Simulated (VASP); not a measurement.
# HoMoN2 (P4/mmm) in VASP: notebook, part 2 of 2

VASP 6.6.1.

## (6) Single point, PBE (14.06 Å³/atom)

This run uses another cell than the first one, of 14.06 Å³/atom.

Contents of INCAR:

```
  PREC = Accurate
  ENCUT = 600
  EDIFF = 1E-6
  ISMEAR = 0
  SIGMA = 0.1
  LREAL = False
  LASPH = True
  NELM = 200
  ALGO = Normal
  ISIF = 2
  LWAVE = False
  LCHARG = False
  GGA = PE
  NBANDS = 24
  GGA_COMPAT = False
  LMAXMIX = 6
```

Contents of KPOINTS:

```
Automatic mesh
0
Gamma
  10 10 12
```

Contents of POSCAR:

```
HoMoN2
1.0
    4.0555618476      0.0000000000      0.0000000000
    0.0000000000      4.0555618476      0.0000000000
    0.0000000000      0.0000000000      3.4195989532
Ho Mo N
1 1 2
Direct
    0.5000000000      0.5000000000      0.0000000000
    0.0000000000      0.0000000000      0.5000000000
    0.5000000000      0.0000000000      0.5000000000
    0.0000000000      0.5000000000      0.5000000000
```

Potentials or basis: VASP PAW PBE potentials, release 64 (Ho_3, Mo_sv, N), 4f in core.

Launch:

```console
cat potpaw_PBE.64/Ho_3/POTCAR potpaw_PBE.64/Mo_sv/POTCAR potpaw_PBE.64/N/POTCAR > POTCAR
mpirun -np 1 vasp_std > vasp.out
```

OUTCAR:

```text
PREC = Accurate
   ENCUT = 600
   EDIFF = 1E-6
   ISMEAR = 0
   LREAL = False
   LASPH = True
   NELM = 200
   ISIF = 2
   GGA = PE

 ion  position               nearest neighbor table
   1  0.500  0.500  0.000-   3 2.65   4 2.65   3 2.65   4 2.65   3 2.65   3 2.65   4 2.65   4 2.65
                             2 3.34   2 3.34   2 3.34   2 3.34   2 3.34   2 3.34   2 3.34   2 3.34
   2  0.000  0.000  0.500-   3 2.03   4 2.03   4 2.03   3 2.03   1 3.34   1 3.34   1 3.34   1 3.34
                             1 3.34   1 3.34   1 3.34   1 3.34
   3  0.500  0.000  0.500-   2 2.03   2 2.03   1 2.65   1 2.65   1 2.65   1 2.65
   4  0.000  0.500  0.500-   2 2.03   2 2.03   1 2.65   1 2.65   1 2.65   1 2.65

  LATTYP: Found a simple tetragonal cell.
 ALAT       =     4.0555618476
 C/A-ratio  =     0.8431874748

  Lattice vectors:

 A1 = (   4.0555618476,   0.0000000000,   0.0000000000)
 A2 = (   0.0000000000,   4.0555618476,   0.0000000000)
 A3 = (   0.0000000000,   0.0000000000,   3.4195989532)

Analysis of symmetry for initial positions (statically):
=====================================================================
 Subroutine PRICEL returns:
 Original cell was already a primitive cell.

 Routine SETGRP: Setting up the symmetry group for a
 simple tetragonal supercell.

 Subroutine GETGRP returns: Found 16 space group operations
 (whereof 16 operations were pure point group operations)
 out of a pool of 16 trial point group operations.

The static configuration has the point symmetry D_4h.

Analysis of symmetry for dynamics (positions and initial velocities):
=====================================================================
 Subroutine PRICEL returns:
 Original cell was already a primitive cell.

 Routine SETGRP: Setting up the symmetry group for a
 simple tetragonal supercell.

[... 123 lines left out ...]
   ISMEAR =     0;   SIGMA  =   0.10  broadening in eV -4-tet -1-fermi 0-gaus
   EFERMI_NEDOS =   21; number of points for ismear=-14 and -15
   IALGO  =     38    algorithm
   IMIX   =      4    mixing-type and parameters
     AMIX     =   0.40;   BMIX     =  1.00
     AMIX_MAG =   1.60;   BMIX_MAG =  1.00
  volume/ion in A,a.u.               =      14.06        94.89
  Fermi-wavevector in a.u.,A,eV,Ry     =   1.370525  2.589917 25.556363  1.878340
  Thomas-Fermi vector in A             =   2.496304
   LORBIT       =      0    0 simple, 1 ext, 2 COOP (PROOUT), +10 PAW based schemes
   GGA     = PE    functional components
   LHFCALC =     F    Hartree Fock is set to
   AEXX    =    0.0000 exact exchange contribution
   IVDW    =     0    specifies the selected vdW correction
   LEPSILON=     F    determine dielectric tensor
   LRPA    =     F    only Hartree local field effects (RPA)
 non-spin polarized calculation
 Gauss-broadening in eV      SIGMA  =   0.10
  energy-cutoff  :      600.00
  volume of cell :       56.24
 maximum number of plane-waves:      1897
   NGX = 17   NGY = 17   NGZ = 13

 number of electron      33.0000002 magnetization

 Free energy of the ion-electron system (eV)
  ---------------------------------------------------
  ext. energy  EPLUGINS =         0.00000000
  ---------------------------------------------------
  free energy    TOTEN  =       -36.12141237 eV

  energy without entropy =      -36.11525258  energy(sigma->0) =      -36.11833247

 E-fermi :   6.8960     XC(G=0): -11.7333

 val. band max:        6.8917481057   @ k =   0.3000   0.0000   0.3333
 cond. band min:       6.9176317560   @ k =   0.4000   0.1000   0.0833
 fundamental gap:      0.0258836503
 Fermi energy:         6.8959515004

 k-point     1 :       0.0000    0.0000    0.0000
  band No.  band energies     occupation
      1     -54.6899      2.00000
      2     -28.9288      2.00000
      3     -28.9288      2.00000
      4     -28.5032      2.00000
      5     -17.3022      2.00000
      6     -17.3022      2.00000
[... 637 lines left out ...]
     23      11.3559      0.00000
     24      11.4497      0.00000

 [... further k-points ...]

------------------------ aborting loop because EDIFF is reached ----------------------------------------

  FORCE on cell =-STRESS in cart. coord.  units (eV):
  Direction    XX          YY          ZZ          XY          YZ          ZX
  --------------------------------------------------------------------------------------
  -------------------------------------------------------------------------------------
  Total       -4.8345692     -4.8345692     -4.8810724      0.0000000      0.0000000      0.0000000
  in kB     -137.7181345   -137.7181345   -139.0428312      0.0000000      0.0000000      0.0000000
  external PRESSURE =    -138.1597001 kB  Pullay stress =       0.0000000 kB

 VOLUME and BASIS-vectors are now :
 -----------------------------------------------------------------------------
  energy-cutoff  :      600.00
  volume of cell :       56.24
      direct lattice vectors                 reciprocal lattice vectors
     4.055561848  0.000000000  0.000000000     0.246574960  0.000000000  0.000000000
     0.000000000  4.055561848  0.000000000     0.000000000  0.246574960  0.000000000
     0.000000000  0.000000000  3.419598953     0.000000000  0.000000000  0.292431953

 POSITION                                       TOTAL-FORCE (eV/Angst)
 -----------------------------------------------------------------------------------
      2.02778      2.02778      0.00000         0.000000      0.000000      0.000000
      0.00000      0.00000      1.70980         0.000000      0.000000      0.000000
      2.02778      0.00000      1.70980         0.000000      0.000000      0.000000
      0.00000      2.02778      1.70980         0.000000      0.000000      0.000000
 -----------------------------------------------------------------------------------
    total drift:                                0.000000     -0.000000     -0.000000

  FREE ENERGIE OF THE ION-ELECTRON SYSTEM (eV)
  ---------------------------------------------------
  free  energy   TOTEN  =       -36.1214123719 eV

  energy  without entropy=      -36.1152525760  energy(sigma->0) =      -36.11833247
```

OSZICAR:

```text
N       E                     dE             d eps       ncg     rms          rms(c)
DAV:   1     0.326422328794E+03    0.32642E+03   -0.17778E+04  7960   0.154E+03
DAV:   2    -0.193300262809E+02   -0.34575E+03   -0.32601E+03 10608   0.489E+02
DAV:   3    -0.419367479437E+02   -0.22607E+02   -0.22019E+02 11224   0.118E+02
DAV:   4    -0.424212610318E+02   -0.48451E+00   -0.47804E+00  9496   0.136E+01
DAV:   5    -0.424311821271E+02   -0.99211E-02   -0.99107E-02  9784   0.212E+00    0.376E+01
DAV:   6    -0.372017732037E+02    0.52294E+01   -0.36846E+01  9544   0.378E+01    0.152E+01
DAV:   7    -0.362881404793E+02    0.91363E+00   -0.82185E+00  9632   0.218E+01    0.139E+01
DAV:   8    -0.361218356907E+02    0.16630E+00   -0.88401E-01  9296   0.713E+00    0.432E+00
DAV:   9    -0.361253969117E+02   -0.35612E-02   -0.55649E-02 11296   0.175E+00    0.120E+00
DAV:  10    -0.361229869242E+02    0.24100E-02   -0.30568E-02  9216   0.132E+00    0.485E-01
DAV:  11    -0.361214153840E+02    0.15715E-02   -0.38782E-03  9384   0.517E-01    0.760E-02
DAV:  12    -0.361214126261E+02    0.27580E-05   -0.26361E-04 10408   0.109E-01    0.161E-02
DAV:  13    -0.361214123719E+02    0.25417E-06   -0.61661E-06  8960   0.212E-02
   1 F= -.36121412E+02 E0= -.36118332E+02  d E =-.615980E-02
```

Wall time 64 s (1 thread of Intel Xeon 6975P-C (Granite Rapids), shared host); peak memory 0.38 GiB.

What came out:

| Property | Result |
| --- | --- |
| Free energy | -36.1214 eV |
| Pressure | -13.8 GPa |
| Band gap on the k mesh | zero (an odd number of electrons rules out a gap without spin polarisation) |

Stress tensor (GPa, compression positive):
```
-13.77   0.00   0.00
  0.00 -13.77   0.00
  0.00   0.00 -13.90
```

Levels at points of the mesh, in eV from the Fermi level:
| k point | band 13 | band 14 | band 15 | band 16 | band 17 | band 18 | band 19 | band 20 |
| --- | --- | --- | --- | --- | --- | --- | --- | --- |
| (0.00, 0.00, 0.00) | -2.38 | -1.64 | -1.64 | -1.31 | -1.31 | -0.41 | -0.41 | 0.66 |
| (0.50, 0.00, 0.00) | -3.54 | -2.92 | -2.77 | -2.47 | -0.13 | 1.27 | 2.20 | 2.72 |
| (0.50, 0.50, 0.00) | -4.18 | -4.18 | -2.77 | -1.44 | 1.32 | 2.54 | 2.54 | 4.38 |
| (0.00, 0.00, 0.50) | -4.09 | -1.38 | -1.38 | -1.34 | -1.34 | -0.98 | 1.72 | 3.24 |
| (0.50, 0.00, 0.50) | -3.62 | -2.72 | -2.12 | -2.05 | 1.61 | 1.63 | 1.97 | 3.58 |
| (0.50, 0.50, 0.50) | -4.91 | -4.91 | -0.74 | -0.40 | 2.23 | 2.23 | 2.53 | 3.07 |

Caveat: the cell stands under tension; spin-orbit coupling is left out, which moves the levels of the heavy elements; the 4f electrons are frozen in the core, so they carry no moment and show no levels; the run has no spin polarisation, though such a crystal can be magnetic.

## (7) Overview

| cell | gap on the mesh (eV) | pressure (GPa) |
| --- | --- | --- |
| a = 3.989, b = 3.989, c = 3.213 Å, 4 atoms | none | 0.3 |
| a = 4.010, b = 4.010, c = 3.275 Å, 4 atoms | none | -4.8 |
| a = 4.030, b = 4.030, c = 3.337 Å, 4 atoms | none | -9.1 |
| a = 4.056, b = 4.056, c = 3.420 Å, 4 atoms | none | -13.8 |

Alike in all rows: task single point; level PBE; potentials or basis VASP PAW PBE potentials, release 64 (Ho_3, Mo_sv, N), 4f in core; no spin polarisation; k mesh 10 × 10 × 12; cutoff (eV) 600; smearing gaussian 0.1 eV.

Caveats: spin-orbit coupling is left out, which moves the levels of the heavy elements; the 4f electrons are frozen in the core, so they carry no moment and show no levels; the run has no spin polarisation, though such a crystal can be magnetic; the cell stands under tension (at least some runs).

Absolute energies hang on the potentials; compare differences alone.
